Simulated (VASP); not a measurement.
# BaZrO3 (Pm-3m) in VASP: a series of runs, part 3 of 3

VASP 6.6.1. The steps go on from the part before.

### Step 5. Relaxation of cell and atoms, LDA, target pressure 2 GPa, at which the enthalpy is minimised

This run uses another cell than the first one, of 14.27 Å³/atom, 0.988 times its volume.

INCAR

```
PREC = Accurate
ENCUT = 600
EDIFF = 1E-7
ISMEAR = 0
SIGMA = 0.01
LREAL = False
LASPH = True
NELM = 80
ALGO = Normal
ISIF = 3
LWAVE = False
LCHARG = False
IBRION = 2
NSW = 100
EDIFFG = -0.002
PSTRESS = 20.0
```

KPOINTS

```
Automatic mesh
0
Gamma
  4 4 4
```

POSCAR

```
BaZrO3
1.0
    4.1473627058      0.0000000000      0.0000000000
    0.0000000000      4.1473627058      0.0000000000
    0.0000000000      0.0000000000      4.1473627058
Ba Zr O
1 1 3
Direct
    0.0000000000      0.0000000000      0.0000000000
    0.5000000000      0.5000000000      0.5000000000
    0.0000000000      0.5000000000      0.5000000000
    0.5000000000      0.0000000000      0.5000000000
    0.5000000000      0.5000000000      0.0000000000
```

Potentials or basis: VASP PAW LDA potentials, release 64 (Ba_sv, Zr_sv, O).

Started as:

```
$ cat potpaw_LDA.64/Ba_sv/POTCAR potpaw_LDA.64/Zr_sv/POTCAR potpaw_LDA.64/O/POTCAR > POTCAR
$ mpirun -np 1 vasp_std > vasp.out
```

OUTCAR:

```text
PREC = Accurate
   ENCUT = 600
   EDIFF = 1E-7
   ISMEAR = 0
   LREAL = False
   LASPH = True
   NELM = 80
   ISIF = 3
   IBRION = 2
   NSW = 100
   EDIFFG = -0.002
   PSTRESS = 20.0

 ion  position               nearest neighbor table
   1  0.000  0.000  0.000-   3 2.93   4 2.93   5 2.93   3 2.93   4 2.93   3 2.93   5 2.93   3 2.93
                             4 2.93   5 2.93   4 2.93   5 2.93   2 3.59   2 3.59   2 3.59   2 3.59
   2  0.500  0.500  0.500-   3 2.07   4 2.07   5 2.07   5 2.07   4 2.07   3 2.07   1 3.59   1 3.59
                             1 3.59   1 3.59   1 3.59   1 3.59   1 3.59   1 3.59
   3  0.000  0.500  0.500-   2 2.07   2 2.07   1 2.93   1 2.93   1 2.93   1 2.93
   4  0.500  0.000  0.500-   2 2.07   2 2.07   1 2.93   1 2.93   1 2.93   1 2.93
   5  0.500  0.500  0.000-   2 2.07   2 2.07   1 2.93   1 2.93   1 2.93   1 2.93

  LATTYP: Found a simple cubic cell.
 ALAT       =     4.1473627058

  Lattice vectors:

 A1 = (   4.1473627058,   0.0000000000,   0.0000000000)
 A2 = (   0.0000000000,   4.1473627058,   0.0000000000)
 A3 = (   0.0000000000,   0.0000000000,   4.1473627058)

Analysis of symmetry for initial positions (statically):
=====================================================================
 Subroutine PRICEL returns:
 Original cell was already a primitive cell.

 Routine SETGRP: Setting up the symmetry group for a
[... 149 lines left out ...]
   NGX = 17   NGY = 17   NGZ = 17

--------------------------------------- Ionic step        1  -------------------------------------------

 number of electron      39.9999990 magnetization

 Free energy of the ion-electron system (eV)
  ---------------------------------------------------
  ext. energy  EPLUGINS =         0.00000000
  ---------------------------------------------------
  free energy    TOTEN  =       -45.73430854 eV

  energy without entropy =      -45.73430854  energy(sigma->0) =      -45.73430854

------------------------ aborting loop because EDIFF is reached ----------------------------------------

  FORCE on cell =-STRESS in cart. coord.  units (eV):
  Direction    XX          YY          ZZ          XY          YZ          ZX
  --------------------------------------------------------------------------------------
  -------------------------------------------------------------------------------------
  Total        0.6130484      0.6130484      0.6130484     -0.0000000      0.0000000     -0.0000000
  in kB       13.7685843     13.7685843     13.7685843     -0.0000000      0.0000000     -0.0000000
  external PRESSURE =      -6.2314157 kB  Pullay stress =      20.0000000 kB
[... 69 lines left out ...]
--------------------------------------- Ionic step        3  -------------------------------------------

 number of electron      39.9999988 magnetization

 Free energy of the ion-electron system (eV)
  ---------------------------------------------------
  ext. energy  EPLUGINS =         0.00000000
  ---------------------------------------------------
  free energy    TOTEN  =       -45.73176005 eV

  energy without entropy =      -45.73176005  energy(sigma->0) =      -45.73176005

 E-fermi :   3.8168     XC(G=0): -11.4110

 val. band max:        3.7302738351   @ k =   0.5000   0.5000   0.5000
 cond. band min:       6.8638743641   @ k =   0.0000   0.0000   0.0000
 fundamental gap:      3.1336005290
 Fermi energy:         3.8168474381

 k-point     1 :       0.0000    0.0000    0.0000
  band No.  band energies     occupation
      1     -42.7266      2.00000
      2     -21.3048      2.00000
      3     -21.1159      2.00000
      4     -21.1159      2.00000
      5     -21.1159      2.00000
      6     -12.3852      2.00000
[... 295 lines left out ...]
  energy  without entropy=      -45.7317600532  energy(sigma->0) =      -45.73176005

  enthalpy is  TOTEN    =       -44.8442723434 eV   P V=        0.8874877098

 reached required accuracy - stopping structural energy minimisation
```

OSZICAR:

```text
N       E                     dE             d eps       ncg     rms          rms(c)
DAV:   1     0.344808992078E+03    0.34481E+03   -0.24014E+04   480   0.184E+03
DAV:   2    -0.305514991179E+02   -0.37536E+03   -0.36976E+03   600   0.409E+02
DAV:   3    -0.525242211843E+02   -0.21973E+02   -0.21945E+02   800   0.976E+01
[... 27 lines left out ...]
DAV:   4    -0.457317136723E+02    0.50664E-04   -0.76134E-04   752   0.148E-01    0.577E-02
DAV:   5    -0.457317396374E+02   -0.25965E-04   -0.29148E-05   680   0.346E-02    0.298E-02
DAV:   6    -0.457317590583E+02   -0.19421E-04   -0.48052E-05   768   0.367E-02    0.594E-03
DAV:   7    -0.457317600465E+02   -0.98818E-06   -0.40515E-06   664   0.108E-02    0.226E-03
DAV:   8    -0.457317600532E+02   -0.67348E-08   -0.36092E-07   472   0.377E-03
   3 F= -.44844272E+02 E0= -.44844272E+02  d E =-.466973E-03
```

CONTCAR:

```text
BaZrO3
   1.00000000000000
     4.1426760932524509   -0.0000000000000000   -0.0000000000000000
    -0.0000000000000000    4.1426760932524509   -0.0000000000000000
     0.0000000000000000    0.0000000000000000    4.1426760932524509
  Ba              Zr              O
     1     1     3
Direct
     0.0000000000000000    0.0000000000000000    0.0000000000000000
     0.5000000000000000    0.5000000000000000    0.5000000000000000
     0.0000000000000000    0.5000000000000000    0.5000000000000000
     0.5000000000000000    0.0000000000000000    0.5000000000000000
     0.5000000000000000    0.5000000000000000    0.0000000000000000

  0.00000000E+00  0.00000000E+00  0.00000000E+00
  0.00000000E+00  0.00000000E+00  0.00000000E+00
  0.00000000E+00  0.00000000E+00  0.00000000E+00
  0.00000000E+00  0.00000000E+00  0.00000000E+00
  0.00000000E+00  0.00000000E+00  0.00000000E+00
```

Wall time 20 s (1 thread of Intel Xeon 6975P-C (Granite Rapids), shared host); peak memory 0.19 GiB.

What came out:

```yaml
Free_energy: -45.7318 eV
Relaxed_volume: 14.22 Å³/atom
Relaxed_cell: a = 4.143 Å, b = 4.143 Å, c = 4.143 Å, α = 90.00°, β = 90.00°, γ = 90.00°
Space_group_after_relaxing_to_0.05_Å: Pm-3m (No. 221)
Energy_change_on_relaxing_the_enthalpy_is_what_falls: +0.5 meV/atom
Ionic_steps: 3
Pressure_after_relaxing: 2.0 GPa
Band_gap_on_the_k_mesh: 3.13 eV, indirect (least direct gap 3.31 eV)
```

Step by step:
```tsv
step	energy change (eV)	largest force (eV/Å)	pressure (GPa)	volume (Å³)
1	0.0000	0.0000	1.38	71.34
2	0.0075	0.0000	2.86	70.77
3	0.0025	0.0000	2.00	71.10
```

Final structure:
```cif
data_structure
_symmetry_space_group_name_H-M 'P 1'
_symmetry_Int_Tables_number 1
_cell_length_a 4.1427
_cell_length_b 4.1427
_cell_length_c 4.1427
_cell_angle_alpha 90.000
_cell_angle_beta 90.000
_cell_angle_gamma 90.000
_cell_volume 71.10
loop_
_atom_site_label
_atom_site_type_symbol
_atom_site_fract_x
_atom_site_fract_y
_atom_site_fract_z
_atom_site_occupancy
Ba1 Ba 0.00000 0.00000 0.00000 1
Zr1 Zr 0.50000 0.50000 0.50000 1
O1 O 0.00000 0.50000 0.50000 1
O2 O 0.50000 0.00000 0.50000 1
O3 O 0.50000 0.50000 0.00000 1
```

Levels at points of the mesh, in eV from the valence-band top:
```
           k point  band 17  band 18  band 19  band 20  band 21  band 22  band 23  band 24
(0.00, 0.00, 0.00)    -1.06    -0.17    -0.17    -0.17     3.13     3.13     3.13     4.55
(0.50, 0.00, 0.00)    -1.81    -1.81    -0.39    -0.39     3.62     5.88     5.88     6.46
(0.50, 0.50, 0.00)    -0.93    -0.93    -0.69    -0.08     5.84     5.84     6.59     6.68
(0.50, 0.50, 0.50)    -2.57     0.00     0.00     0.00     6.05     6.05     6.05     7.27
```

Caveat: the cell is relaxed towards a set pressure, so the enthalpy falls and the energy may rise; spin-orbit coupling is left out, which moves the levels of the heavy elements. Zero-point motion and thermal expansion aren't in these numbers.

### Step 6. The runs side by side

```csv
task,cell,cutoff (eV),gap on the mesh (eV),pressure (GPa)
single point,"a = 4.164 Å, 5 atoms",520,3.10,-0.5
relaxation of cell and atoms,"relaxed to -2 GPa from a = 4.147 Å, 5 atoms",600,3.09,-2.0
relaxation of cell and atoms,"relaxed to 2 GPa from a = 4.147 Å, 5 atoms",600,3.13,2.0
```

Alike in all rows: level LDA; potentials or basis VASP PAW LDA potentials, release 64 (Ba_sv, Zr_sv, O); no spin polarisation; k mesh 4 × 4 × 4; smearing gaussian 0.01 eV.

Caveats: spin-orbit coupling is left out, which moves the levels of the heavy elements; the cell is relaxed towards a set pressure, so the enthalpy falls and the energy may rise (some runs).

Total energies depend on the potentials used, so only differences within one code and one set of settings carry meaning.
